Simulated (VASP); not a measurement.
Wanted: the native input for a VASP 6.6.1 run.

| Quantity | Value |
| --- | --- |
| Task | single point |
| Functional | PBE |
| Potentials or basis | VASP PAW PBE potentials, release 64 (Re, C, Cl) |
| Cutoff | 520 eV |
| k mesh | 4 × 4 × 4 |
| Occupations | gaussian, width 0.1 eV |
| Spin | collinear spin, ferromagnetic start |
| Starting moments | [1.0, 0.0, 0.0, 0.0, 0.0, 0.0] μB |
| Dipole correction | no |
| Further INCAR settings | ALGO = Normal; EDIFF = 1e-07; NBANDS = 32 |

The structure of ReCCl4 lies in POSCAR:

```
ReCCl4
1.0
    0.0000000000      4.0520821100      4.0520821100
    4.0520821100      0.0000000000      4.0520821100
    4.0520821100      4.0520821100      0.0000000000
Re C Cl
1 1 4
Direct
    0.2500000000      0.2500000000      0.2500000000
    0.0000000000      0.0000000000      0.0000000000
    0.6244397500      0.1266807500      0.6244397500
    0.6244397500      0.6244397500      0.1266807500
    0.6244397500      0.6244397500      0.6244397500
    0.1266807500      0.6244397500      0.6244397500
```

One way to write it, as run:

INCAR

```
PREC     = Accurate       # precision mode
ENCUT    = 520            # plane-wave cutoff, eV
EDIFF    = 1E-7           # SCF threshold, eV
ISMEAR   = 0              # smearing method
SIGMA    = 0.1            # smearing width, eV
LREAL    = False          # projectors in reciprocal space
LASPH    = True           # aspherical terms in the spheres
NELM     = 150            # most SCF steps
ALGO     = Normal         # electronic algorithm
ISIF     = 2              # what is computed and relaxed
LWAVE    = False          # write WAVECAR
LCHARG   = False          # write CHGCAR
ISPIN    = 2              # spin polarisation
MAGMOM   = 1 0 0 0 0 0    # initial moments
LORBIT   = 11             # projections on sites
LMAXMIX  = 4              # l up to which the mixer works
GGA      = PE             # functional
NBANDS   = 32             # bands
```

KPOINTS

```
Automatic mesh
0
Gamma
  4 4 4
```

Potentials or basis: VASP PAW PBE potentials, release 64 (Re, C, Cl).

Run with:

```bash
$ cat potpaw_PBE.64/Re/POTCAR potpaw_PBE.64/C/POTCAR potpaw_PBE.64/Cl/POTCAR > POTCAR
$ mpirun -np 1 vasp_std > vasp.out
```

Results of the run:

- Pressure: -4.1 GPa
- Largest force: 0.042 eV/Å
- Net moment: 2.42 μB per cell
- Site moments: Re +0.65; C +0.77; Cl +0.02 μB
- Valence electrons inside the program's atomic spheres: Re 4.83; C 1.96; Cl 4.96

Run time: 6.9 min on 1 thread of AMD EPYC 7R43 64-Core Processor (Zen 3) (shared host), peak memory 0.41 GiB.
